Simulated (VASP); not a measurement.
Runs of VASP 6.6.1 on CuAu. The structure is that of space group P4/mmm (No. 123), or close to it. The cells are those of the table. 

| task | cell | gap on the mesh (eV) | pressure (GPa) |
| --- | --- | --- | --- |
| single point | a = 2.855, b = 2.855, c = 3.742 Å, 2 atoms | none | -9.8 |
| electric field gradients | a = 2.855, b = 2.855, c = 3.742 Å, 2 atoms | none | (b) |
| single point | a = 2.856, b = 2.856, c = 3.670 Å, 2 atoms | none | (a) |
| electric field gradients | a = 2.762, b = 2.762, c = 3.620 Å, 2 atoms | none | 5.4 |
| single point | a = 2.800, b = 2.800, c = 3.707 Å, 2 atoms | none | -3.5 |
| electric field gradients | a = 2.800, b = 2.800, c = 3.707 Å, 2 atoms | none | -3.5 |
| single point | a = 2.819, b = 2.819, c = 3.694 Å, 2 atoms | none | -5.0 |
| single point | a = 2.800, b = 2.800, c = 3.633 Å, 2 atoms | none | -0.4 |
| single point | a = 2.800, b = 2.800, c = 3.597 Å, 2 atoms | none | 1.3 |
| electric field gradients | a = 2.791, b = 2.791, c = 3.658 Å, 2 atoms | none | -0.3 |
| electric field gradients | a = 2.800, b = 2.800, c = 3.743 Å, 2 atoms | none | -4.9 |
| electric field gradients | a = 2.819, b = 2.819, c = 3.694 Å, 2 atoms | none | -5.0 |

Alike in all rows: level PBEsol; potentials or basis VASP PAW PBE potentials, release 64 (Cu, Au); no spin polarisation; k mesh 13 × 13 × 10; cutoff (eV) 520; smearing fermi-dirac 0.05 eV.

Q: Fill in the values left out.

A: (a) -7.6; (b) -9.9.

Caveats: the PAW data sets were made with another functional, which shifts forces and pressure a little; spin-orbit coupling is left out, which moves the levels of the heavy elements; the cell stands under tension (at least some runs); the cell stands under pressure (at least some runs).

A k mesh can miss the band edges, and the runs leave out spin-orbit coupling on Au.

A gap of «none» marks levels without a gap at the run's occupations.
